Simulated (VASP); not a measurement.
A run of VASP 6.6.1 is set up as follows.

Contents of POSCAR:

```
Al
1.0
    2.7217600000      0.0000000000      0.0000000000
    0.0000000000      2.7217600000      0.0000000000
    0.0000000000      0.0000000000      2.7217600000
Al
1
Direct
    0.0000000000      0.0000000000      0.0000000000
```

The input INCAR.step1:

```
  PREC = Accurate
  ENCUT = 520
  EDIFF = 1E-5
  ISMEAR = -1
  SIGMA = 0.05
  LREAL = F
  LASPH = T
  NELM = 60
  ALGO = Normal
  ISIF = 2
  LWAVE = T
  LCHARG = F
  GGA = PE
  NBANDS = 8
```

INCAR.step2

```
  PREC = Accurate
  ENCUT = 520
  EDIFF = 1E-6
  ISMEAR = -1
  SIGMA = 0.05
  LREAL = F
  LASPH = T
  NELM = 60
  ALGO = Normal
  ISIF = 2
  LWAVE = F
  LCHARG = F
  METAGGA = R2SCAN
  LHFCALC = T
  AEXX = 0.5
  LMIXTAU = T
  PRECFOCK = Normal
  ISTART = 1
  NBANDS = 8
```

KPOINTS

```
Automatic mesh
0
Gamma
  5 5 5
```

Potentials or basis: VASP PAW PBE potentials, release 64 (Al).

The run is started by

```bash
$ cat potpaw_PBE.64/Al/POTCAR > POTCAR
$ cp INCAR.step1 INCAR
$ mpirun -np 1 vasp_std > vasp.out
$ cp INCAR.step2 INCAR
$ mpirun -np 1 vasp_std > vasp.out
```

Problem. Predict the pressure.

Solution. -2.4 GPa.

Caveat: the k points lie up to 0.46 Å⁻¹ apart; the PAW data sets were made with another functional, which shifts forces and pressure a little.
